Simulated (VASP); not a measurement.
# H6C2O in VASP: a series of runs

Runs on H6C2O. Level: PBE+D3(BJ). Tasks: single point, relaxation of the atoms.

All numbers are computed with VASP 6.6.1; they aren't measurements. Logs are shortened: lines on timing, memory, paths and dates and some standing lists are left out, and cuts for length are marked.

### Step 1. The cell of the first run

The cell holds an amorphous packing of atoms, 36 atoms: a = 7.294 Å, b = 7.294 Å, c = 7.294 Å, α = 90.00°, β = 90.00°, γ = 90.00°.

### Step 2. Single point, PBE+D3(BJ)

INCAR reads:

```
SYSTEM = H6C2O
PREC = Accurate
ENCUT = 520
EDIFF = 1E-7
ISMEAR = -1
SIGMA = 0.05
LREAL = Auto
LASPH = .TRUE.
NELM = 80
ALGO = Normal
ISIF = 2
LWAVE = .FALSE.
LCHARG = .FALSE.
GGA = PE
IVDW = 12
NBANDS = 64
```

KPOINTS reads:

```
regular mesh
0
G
  1 1 1
  0 0 0
```

POSCAR reads:

```
H6C2O
1.0
    7.2936330000      0.0000000000      0.0000000000
    0.0000000000      7.2936330000      0.0000000000
    0.0000000000      0.0000000000      7.2936330000
C O H
8 4 24
Direct
    0.1997358518      0.0301358733      0.8286268311
    0.1284545027      0.2308040451      0.8253637111
    0.6729705210      0.6965116013      0.8862113024
    0.5586105032      0.5467645548      0.9857638847
    0.5067296367      0.2614746314      0.4071770543
    0.3426687359      0.3165774861      0.2936808035
    0.9452902278      0.6545709114      0.3226649874
    0.8732959281      0.8519348314      0.3559680066
   -0.0228007085      0.2349446428      0.6879150624
    0.5700588445      0.3713787080      0.9153188816
    0.1898642282      0.1944298541      0.3239126509
    0.7078228367      0.8328771135      0.4559730384
    0.0324803839      0.2134053084      0.5670013833
    0.0640832902      0.2630787702      0.9560804609
    0.2278151368      0.3376095287      0.7971198990
    0.2649159891     -0.0120241860      0.9576571785
    0.0747638385     -0.0595176642      0.8248427087
    0.2988085636      0.0088433295      0.7177493027
    0.6915346577      0.3559405854      0.8766687329
    0.5930377906      0.5236896345      1.1348665336
    0.4123322355      0.5831113246      0.9733558022
    0.6693509257      0.8273791676      0.9528721832
    0.8290792805      0.6662934645      0.9041584626
    0.6397771865      0.6997473001      0.7380683947
    0.0958644341      0.2369052570      0.2380021040
    0.3097359025      0.4643776291      0.3027709236
    0.3926849624      0.3072679966      0.1498567312
    0.6019770943      0.3655105761      0.4150606426
    0.4748250975      0.2166958497      0.5551965666
    0.5729791998      0.1433990441      0.3364852605
    0.6834865423      0.9531052632      0.5143253026
    0.9761664729      0.9317030347      0.4192560827
    0.8345909371      0.9009913167      0.2170797461
    1.0668757257      0.6571073702      0.2435823135
    0.9832548471      0.5986042895      0.4622661985
    0.8380460053      0.5731437269      0.2559355537
```

Potentials or basis: VASP PAW PBE potentials, release 64 (C, O, H).

On the command line:

```console
cat potpaw_PBE.64/C/POTCAR potpaw_PBE.64/O/POTCAR potpaw_PBE.64/H/POTCAR > POTCAR
mpirun -np 1 vasp_gam > vasp.out
```

OUTCAR:

```text
SYSTEM = H6C2O
   PREC = Accurate
   ENCUT = 520
   EDIFF = 1E-7
   ISMEAR = -1
   LREAL = Auto
   LASPH = .TRUE.
   NELM = 80
   ISIF = 2
   GGA = PE
   IVDW = 12
 IVDW          = 12

 ion  position               nearest neighbor table
   1  0.200  0.030  0.829-  18 1.10  16 1.10  17 1.12   2 1.55
   2  0.128  0.231  0.825-  15 1.08  14 1.09   9 1.49   1 1.55
   3  0.673  0.697  0.886-  22 1.07  24 1.11  23 1.17   4 1.55
   4  0.559  0.547  0.986-  21 1.10  20 1.13  10 1.38   3 1.55
   5  0.507  0.261  0.407-  28 1.03  30 1.11  29 1.15   6 1.51
   6  0.343  0.317  0.294-  26 1.11  27 1.11  11 1.44   5 1.51
   7  0.945  0.655  0.323-  34 1.06  36 1.10  35 1.13   8 1.55
   8  0.873  0.852  0.356-  32 1.06  33 1.11  12 1.42   7 1.55
   9  0.977  0.235  0.688-  13 0.98   2 1.49
  10  0.570  0.371  0.915-  19 0.94   4 1.38
  11  0.190  0.194  0.324-  25 0.98   6 1.44
  12  0.708  0.833  0.456-  31 0.99   8 1.42
  13  0.032  0.213  0.567-   9 0.98
  14  0.064  0.263  0.956-   2 1.09
  15  0.228  0.338  0.797-   2 1.08
  16  0.265  0.988  0.958-   1 1.10
  17  0.075  0.940  0.825-   1 1.12
  18  0.299  0.009  0.718-   1 1.10
[... 16 lines left out ...]
  35  0.983  0.599  0.462-   7 1.13
  36  0.838  0.573  0.256-   7 1.10

  LATTYP: Found a simple cubic cell.
 ALAT       =     7.2936330000

  Lattice vectors:

 A1 = (   7.2936330000,   0.0000000000,   0.0000000000)
 A2 = (   0.0000000000,   7.2936330000,   0.0000000000)
 A3 = (   0.0000000000,   0.0000000000,   7.2936330000)

Analysis of symmetry for initial positions (statically):
=====================================================================
 Subroutine PRICEL returns:
 Original cell was already a primitive cell.

 Routine SETGRP: Setting up the symmetry group for a
 simple cubic supercell.

 Subroutine GETGRP returns: Found  1 space group operations
 (whereof  1 operations were pure point group operations)
 out of a pool of 48 trial point group operations.

The static configuration has the point symmetry C_1 .

Analysis of symmetry for dynamics (positions and initial velocities):
=====================================================================
 Subroutine PRICEL returns:
 Original cell was already a primitive cell.

 Routine SETGRP: Setting up the symmetry group for a
 simple cubic supercell.

 Subroutine GETGRP returns: Found  1 space group operations
 (whereof  1 operations were pure point group operations)
 out of a pool of 48 trial point group operations.

The dynamic configuration has the point symmetry C_1 .

 Subroutine INISYM returns: Found  1 space group operations
 (whereof  1 operations are pure point group operations),
 and found     1 'primitive' translations

----------------------------------------------------------------------------------------

                                     Primitive cell

  volume of cell :     388.0000

  direct lattice vectors                    reciprocal lattice vectors
     7.293633000  0.000000000  0.000000000     0.137105884  0.000000000  0.000000000
     0.000000000  7.293633000  0.000000000     0.000000000  0.137105884  0.000000000
     0.000000000  0.000000000  7.293633000     0.000000000  0.000000000  0.137105884

  length of vectors
     7.293633000  7.293633000  7.293633000     0.137105884  0.137105884  0.137105884

  position of ions in fractional coordinates (direct lattice)
     0.199735852  0.030135873  0.828626831
     0.128454503  0.230804045  0.825363711
     0.672970521  0.696511601  0.886211302
     0.558610503  0.546764555  0.985763885
     0.506729637  0.261474631  0.407177054
     0.342668736  0.316577486  0.293680804
[... 28 lines left out ...]
     0.983254847  0.598604290  0.462266198
     0.838046005  0.573143727  0.255935554

  ion indices of the primitive-cell ions
   primitive index   ion index
                 1           1
                 2           2
                 3           3
                 4           4
                 5           5
                 6           6
[... 28 lines left out ...]
                35          35
                36          36

----------------------------------------------------------------------------------------

 KPOINTS: regular mesh

Automatic generation of k-mesh.
 Grid dimensions read from file:
 generate k-points for:    1    1    1

 Generating k-lattice:

  Cartesian coordinates                     Fractional coordinates (reciprocal lattice)
     0.137105884  0.000000000  0.000000000     1.000000000  0.000000000  0.000000000
     0.000000000  0.137105884  0.000000000     0.000000000  1.000000000  0.000000000
     0.000000000  0.000000000  0.137105884     0.000000000  0.000000000  1.000000000

  Length of vectors
     0.137105884  0.137105884  0.137105884

  Shift w.r.t. Gamma in fractional coordinates (k-lattice)
     0.000000000  0.000000000  0.000000000

 Subroutine IBZKPT returns following result:
 ===========================================

[... 12 lines left out ...]
   NGXF,Y,Z  is equivalent  to a cutoff of  24.62, 24.62, 24.62 a.u.
 SYSTEM =  H6C2O
   PREC   = accura    normal or accurate (medium, high low for compatibility)
   ISTART =      0    job   : 0-new  1-cont  2-samecut
   ICHARG =      2    charge: 1-file 2-atom 10-const
   ISPIN  =      1    spin polarized calculation?
   LNONCOLLINEAR =      F non collinear calculations
   LSORBIT =      F    spin-orbit coupling
   LASPH  =      T    aspherical Exc in radial PAW
   ENCUT  =  520.0 eV  38.22 Ry    6.18 a.u.  13.56 13.56 13.56*2*pi/ulx,y,z
   NELM   =     80;   NELMIN=  2; NELMDL= -5     # of ELM steps
   EDIFF  = 0.1E-06   stopping-criterion for ELM
   LREAL  =      T    real-space projection
   EDIFFG = 0.1E-05   stopping-criterion for IOM
   NSW    =      0    number of steps for IOM
   IBRION =     -1    ionic relax: 0-MD 1-quasi-New 2-CG
   NFREE  =      0    steps in history (QN), initial steepest desc. (CG)
   ISIF   =      2    stress and relaxation
   ISYM   =      2    0-nonsym 1-usesym 2-fastsym
   POTIM  = 0.5000    time-step for ionic-motion
   TEBEG  =    0.0;   TEEND  =   0.0 temperature during run
   PSTRESS=    0.0 pullay stress
   NELECT =      80.0000    total number of electrons
   NUPDOWN=      -1.0000    fix difference up-down
   EMIN   =  10.00;   EMAX   =-10.00  energy-range for DOS
   EFERMI =   0.00;   METHOD = LEGACY
   ISMEAR =    -1;   SIGMA  =   0.05  broadening in eV -4-tet -1-fermi 0-gaus
   EFERMI_NEDOS =   21; number of points for ismear=-14 and -15
   IALGO  =     38    algorithm
   IMIX   =      4    mixing-type and parameters
     AMIX     =   0.40;   BMIX     =  1.00
     AMIX_MAG =   1.60;   BMIX_MAG =  1.00
  volume/ion in A,a.u.               =      10.78        72.73
  Fermi-wavevector in a.u.,A,eV,Ry     =   0.967151  1.827650 12.726630  0.935381
  Thomas-Fermi vector in A             =   2.097013
   LORBIT       =      0    0 simple, 1 ext, 2 COOP (PROOUT), +10 PAW based schemes
   GGA     = PE    functional components
   LHFCALC =     F    Hartree Fock is set to
   AEXX    =    0.0000 exact exchange contribution
   IVDW    =    12    specifies the selected vdW correction
   LEPSILON=     F    determine dielectric tensor
   LRPA    =     F    only Hartree local field effects (RPA)
 non-spin polarized calculation
  energy-cutoff  :      520.00
  volume of cell :      388.00
 maximum number of plane-waves:      5198
 NGX is ok and might be reduce to    54
   NGX = 27   NGY = 27   NGZ = 27

 number of electron      80.0000007 magnetization

 Free energy of the ion-electron system (eV)
  ---------------------------------------------------
  ext. energy  EPLUGINS =         0.00000000
  ---------------------------------------------------
  free energy    TOTEN  =      -186.86724012 eV

  energy without entropy =     -186.86724012  energy(sigma->0) =     -186.86724012

 E-fermi :  -1.7711     XC(G=0):  -6.4805

 val. band max:       -2.9981061890   @ k =   0.0000   0.0000   0.0000
 cond. band min:       1.8679798401   @ k =   0.0000   0.0000   0.0000
 fundamental gap:      4.8660860291
 Fermi energy:        -1.7711067653

 k-point     1 :       0.0000    0.0000    0.0000
  band No.  band energies     occupation
      1     -23.0026      2.00000
      2     -22.7127      2.00000
      3     -22.3813      2.00000
      4     -21.7453      2.00000
      5     -15.6122      2.00000
      6     -15.3451      2.00000
[... 44 lines left out ...]
     51       5.2048      0.00000
     52       5.5017      0.00000
 [bands above 52 left out]

------------------------ aborting loop because EDIFF is reached ----------------------------------------

 Edisp (eV)   -1.31571

 E8    (eV) :    -0.2888

  FORCE on cell =-STRESS in cart. coord.  units (eV):
  Direction    XX          YY          ZZ          XY          YZ          ZX
  --------------------------------------------------------------------------------------
  -------------------------------------------------------------------------------------
  Total       1.33395     0.43426    -2.36178    -0.17001     3.46712    -2.92771
  in kB       5.50831     1.79321    -9.75254    -0.70203    14.31688   -12.08948
  external pressure =       -0.82 kB  Pullay stress =        0.00 kB

 VOLUME and BASIS-vectors are now :
 -----------------------------------------------------------------------------
  energy-cutoff  :      520.00
  volume of cell :      388.00
      direct lattice vectors                 reciprocal lattice vectors
     7.293633000  0.000000000  0.000000000     0.137105884  0.000000000  0.000000000
     0.000000000  7.293633000  0.000000000     0.000000000  0.137105884  0.000000000
     0.000000000  0.000000000  7.293633000     0.000000000  0.000000000  0.137105884

 POSITION                                       TOTAL-FORCE (eV/Angst)
 -----------------------------------------------------------------------------------
      1.45680      0.21980      6.04370        -0.478127      0.358379      0.612977
      0.93690      1.68340      6.01990        -1.179360     -1.546852     -0.969511
      4.90840      5.08010      6.46370         1.813425     -1.935365      0.416537
      4.07430      3.98790      7.18980        -0.153344      1.565391      1.180380
      3.69590      1.90710      2.96980        -1.520329     -2.797923      1.037877
      2.49930      2.30900      2.14200         0.781817      0.248670     -0.905361
[... 28 lines left out ...]
      7.17150      4.36600      3.37160        -0.386265     -0.058870     -0.889827
      6.11240      4.18030      1.86670         0.096408     -0.108530      0.122014
 -----------------------------------------------------------------------------------
    total drift:                                0.026963      0.001435      0.001017

  FREE ENERGIE OF THE ION-ELECTRON SYSTEM (eV)
  ---------------------------------------------------
  free  energy   TOTEN  =      -188.1829539379 eV

  energy  without entropy=     -188.1829539378  energy(sigma->0) =     -188.18295394
```

Wall time 86 s (1 thread of AMD EPYC 7R13, shared host); peak memory 0.32 GiB.

Results:

| Quantity | Value |
| --- | --- |
| Free energy | -188.1830 eV |
| Pressure | -0.1 GPa |
| Largest force | 3.349 eV/Å |
| Band gap on the k mesh | 4.87 eV |
| Dispersion energy per atom | -0.037 eV |

Forces on the atoms (eV/Å):
```
C   -0.478  0.358  0.613
C   -1.179 -1.547 -0.970
C    1.813 -1.935  0.417
C   -0.153  1.565  1.180
C   -1.520 -2.798  1.038
C    0.782  0.249 -0.905
C   -0.639  0.524  2.195
C   -0.964 -2.301 -2.083
O    0.542  0.465  0.810
O   -1.290 -1.195 -1.005
O   -0.316  0.579 -0.122
O   -0.338  1.040  1.068
H    0.267  0.115  0.052
H   -0.345  0.134  0.270
H    0.516  0.076 -0.224
H    0.312  0.405  0.115
H    0.656  0.314 -0.533
H   -0.276 -0.333 -0.166
H    2.024 -0.697 -0.889
H   -0.145  1.241 -0.441
H   -0.011  0.247  0.309
H   -0.733  0.850  0.213
H   -1.455 -0.144 -0.512
H    0.159  0.219  0.387
H    0.062 -0.298  0.191
H   -0.407 -0.181  0.707
H   -0.465 -0.374  0.210
H    1.638  1.941  0.169
H    0.078  0.554 -1.292
H   -0.174  0.226  0.360
H   -0.026 -0.717 -0.275
H    0.870  0.982  0.699
H    0.390  0.571  0.105
H    1.096  0.033 -0.922
H   -0.386 -0.059 -0.890
H    0.096 -0.109  0.122
```

Stress tensor (GPa, compression positive):
```
 0.55 -0.07 -1.21
-0.07  0.18  1.43
-1.21  1.43 -0.98
```

Levels at points of the mesh, in eV from the valence-band top:
```csv
k point,band 36,band 37,band 38,band 39,band 40,band 41,band 42,band 43,band 44,band 45
"(0.00, 0.00, 0.00)",-1.65,-0.42,-0.13,-0.07,0.00,4.87,6.01,6.23,6.86,7.00
```

Caveat: the k points lie up to 0.86 Å⁻¹ apart.

### Step 3. Relaxation of the atoms, PBE+D3(BJ)

INCAR reads:

```
PREC = Accurate
ENCUT = 520
EDIFF = 1E-6
ISMEAR = -1
SIGMA = 0.05
LREAL = Auto
LASPH = T
NELM = 100
ALGO = Normal
ISIF = 2
LWAVE = F
LCHARG = F
GGA = PE
IVDW = 12
IBRION = 2
NSW = 35
EDIFFG = -0.3
```

KPOINTS reads:

```
regular mesh
0
Gamma
  1 1 1
```

POSCAR reads:

```
H6C2O
1.0
    7.2936330000      0.0000000000      0.0000000000
    0.0000000000      7.2936330000      0.0000000000
    0.0000000000      0.0000000000      7.2936330000
C O H
8 4 24
Direct
    0.1468733000      0.1269526000      0.7316418000
   -0.0079605000      0.2614113000      0.7013329000
    0.7763256000      0.7434340000      1.0471183000
    0.6982674000      0.6074753000      0.9114959000
    0.4388647000      0.1632107000      0.1925240000
    0.2845322000      0.2245886000      0.3165623000
    0.9567660000      0.6011761000      0.4457437000
    0.8763220000      0.7908310000      0.4226988000
   -0.1743940000      0.1683386000      0.7450102000
    0.6193525000      0.4615738000      1.0152049000
    0.1185297000      0.2080646000      0.2143834000
    0.6817302000      0.7708882000      0.4201050000
   -0.2747290000      0.2537979000      0.7259062000
    0.0106210000      0.3825846000      0.7890129000
   -0.0085296000      0.3084940000      0.5581585000
    0.2790087000      0.1904286000      0.7003085000
    0.1478926000      0.0812612000      0.8741804000
    0.1287648000      0.0072586000      0.6435999000
    0.5688046000      0.3734718000      0.9290752000
    0.5945530000      0.6742686000      0.8249052000
    0.8071997000      0.5563105000      0.8207659000
    0.8391968000      0.8592792000      0.9757190000
    0.6677136000      0.7949323000      1.1363222000
    0.8801081000      0.6771141000      1.1321879000
    0.0185187000      0.2472579000      0.2931049000
    0.2803044000      0.1388636000      0.4404548000
    0.3067972000      0.3670256000      0.3605166000
    0.5706531000      0.1727127000      0.2633215000
    0.4170762000      0.0213636000      0.1499725000
    0.4435376000      0.2492549000      0.0701290000
    0.6288401000      0.8922127000      0.4053276000
    0.9198567000      0.8798236000      0.5362815000
    0.9258274000      0.8529934000      0.2946323000
    1.1065168000      0.6071976000      0.4487753000
    0.9083394000      0.5401618000      0.5735643000
    0.9143030000      0.5133634000      0.3322017000
```

Potentials or basis: VASP PAW PBE potentials, release 64 (C, O, H).

On the command line:

```console
cat potpaw_PBE.64/C/POTCAR potpaw_PBE.64/O/POTCAR potpaw_PBE.64/H/POTCAR > POTCAR
mpirun -np 1 vasp_gam > vasp.out
```

Wall time 20 min (1 thread of AMD EPYC 7R13, shared host); peak memory 0.38 GiB.

Results (log left out):

| Quantity | Value |
| --- | --- |
| Free energy | -188.3784 eV |
| Energy gained by relaxing | 19.1 meV/atom |
| Ionic steps | 22 |
| Pressure after relaxing | 0.7 GPa |
| Largest force after relaxing | 0.243 eV/Å |
| Band gap on the k mesh | 4.41 eV |
| Dispersion energy per atom | -0.038 eV |

Forces in eV/Å, atoms in the order of the input:
```
C   -0.228  0.075  0.043
C    0.109 -0.065  0.152
C    0.008  0.114  0.195
C    0.002  0.036 -0.022
C   -0.049 -0.067 -0.021
C    0.044 -0.101 -0.058
C    0.060 -0.048 -0.051
C   -0.047 -0.083  0.014
O   -0.080 -0.035 -0.023
O   -0.047 -0.015 -0.097
O    0.043  0.035 -0.008
O    0.036  0.096  0.011
H    0.165 -0.172 -0.014
H    0.134  0.020  0.017
H    0.056  0.042 -0.093
H    0.048 -0.163  0.089
H   -0.064  0.073 -0.004
H    0.038  0.144  0.122
H   -0.002 -0.057 -0.057
H   -0.087  0.090  0.192
H   -0.056 -0.151  0.124
H   -0.052  0.016 -0.207
H    0.054 -0.010 -0.068
H    0.036  0.125 -0.044
H   -0.058  0.064 -0.013
H    0.037 -0.111  0.099
H   -0.081  0.046 -0.116
H    0.011 -0.008 -0.012
H   -0.031  0.028  0.087
H    0.068 -0.080 -0.045
H   -0.021  0.052  0.054
H   -0.197  0.083  0.093
H    0.115 -0.047 -0.106
H   -0.014  0.119 -0.102
H    0.030 -0.033 -0.035
H    0.016 -0.010 -0.099
```

Stress tensor (GPa, compression positive):
```
 0.22  0.28 -0.33
 0.28  0.62 -0.01
-0.33 -0.01  1.29
```

Step by step:
```csv
step,energy change (eV),largest force (eV/Å),pressure (GPa)
1,0.0000,0.8619,2.15
2,-0.0114,1.5849,1.94
3,-0.0584,0.6000,2.01
4,-0.1396,0.4443,1.70
5,-0.1640,1.0195,1.42
6,-0.2124,0.5564,1.50
7,-0.2429,0.5651,1.63
8,-0.2799,0.3682,1.52
9,-0.3160,0.8353,1.30
10,-0.3517,0.6197,1.25
11,-0.4233,0.4838,1.10
12,-0.4136,1.3920,0.80
13,-0.4433,0.7440,0.96
14,-0.4957,0.4740,0.96
15,-0.5295,0.5118,0.97
16,-0.5666,0.3265,0.97
17,-0.5733,0.6142,0.98
18,-0.6121,0.3253,1.01
19,-0.6197,0.5769,1.04
20,-0.6512,0.3512,0.93
21,-0.6529,0.4649,0.90
22,-0.6879,0.2435,0.71
```

Final structure:
```xyz
36
Lattice="7.2936 0.0000 0.0000 0.0000 7.2936 0.0000 0.0000 0.0000 7.2936" Properties=species:S:1:pos:R:3 pbc="T T T"
C     1.1243    0.7965    5.5513
C     7.2816    1.7426    5.2002
C     5.6829    5.5084    0.0655
C     5.0298    4.5211    6.4281
C     3.1730    1.0340    1.4031
C     2.0529    1.5700    2.2663
C     6.9741    4.5258    3.2861
C     6.3847    5.9175    3.2758
O     5.9866    1.1606    5.4276
O     4.4914    3.5089    0.0105
O     0.8366    1.4540    1.5104
O     4.9540    5.7540    3.3600
H     5.3329    1.8470    5.1987
H     0.0760    2.6602    5.8048
H     0.0705    2.0293    4.1427
H     2.0519    1.3477    5.3508
H     1.1061    0.5157    6.6130
H     1.1156    7.1791    4.9284
H     4.2131    2.7387    6.7862
H     4.2578    4.9571    5.7728
H     5.7928    4.1061    5.7497
H     6.1122    6.3867    6.8709
H     4.9453    5.8407    0.8100
H     6.4737    4.9745    0.6085
H     0.1149    1.8320    2.0382
H     1.9625    0.9952    3.1962
H     2.2676    2.6186    2.5423
H     4.1530    1.2300    1.8538
H     3.0642    7.2527    1.1938
H     3.1305    1.5634    0.4466
H     4.5406    6.5844    3.0739
H     6.7682    6.4720    4.1427
H     6.6498    6.4879    2.3767
H     0.7793    4.5199    3.2934
H     6.6457    4.0317    4.2022
H     6.6037    3.9392    2.4364
```

Levels at points of the mesh, in eV from the valence-band top:
```
           k point  band 38  band 39  band 40  band 41  band 42  band 43
(0.00, 0.00, 0.00)    -0.35    -0.15     0.00     4.41     5.58     5.93
```

Caveat: the k points lie up to 0.86 Å⁻¹ apart; the relaxation stopped at a loose force limit of 0.3 eV/Å, so its end isn't a converged minimum.
